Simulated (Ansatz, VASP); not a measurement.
**InSb in VASP and in Ansatz**

```
CELL_PARAMETERS angstrom
0.00000 3.23910 3.33627
3.23910 0.00000 3.33627
3.23910 3.23910 0.00000
ATOMIC_POSITIONS crystal
In 0.00000 0.00000 0.00000
Sb 0.75000 0.75000 0.75000
```

Change from the starting cell: z stretched by +3 %, ions relaxed.

Alike in both runs: functional PBE; k mesh 12 × 12 × 12; occupations fermi-dirac, width 0.05 eV; no spin polarisation.

Ansatz relaxed the structure, and its values are those at the end. VASP's run is a single point on that final structure, the one shown.

|  | VASP | Ansatz |
| --- | --- | --- |
| version | VASP 6.6.1 | Ansatz 0.2.0 |
| potentials or method | VASP PAW PBE potentials, release 64 (In_d, Sb) | plane-wave PAW, scalar-relativistic |
| plane-wave cutoff (eV) | 520 | 420 |
| valence electrons in the cell | 18 | 28 |

```tsv
	VASP	Ansatz	Ansatz less VASP
pressure (GPa)	1.7	1.7	+0.03
```

With one functional, cell and mesh, what is left measures potentials, basis and numerics. VASP's potentials hold 18 valence electrons a cell and Ansatz's 28, so a difference there can come from the potentials and not from the codes. Ansatz's warnings: stress scf threshold loose.

Neither program's run includes spin-orbit coupling.
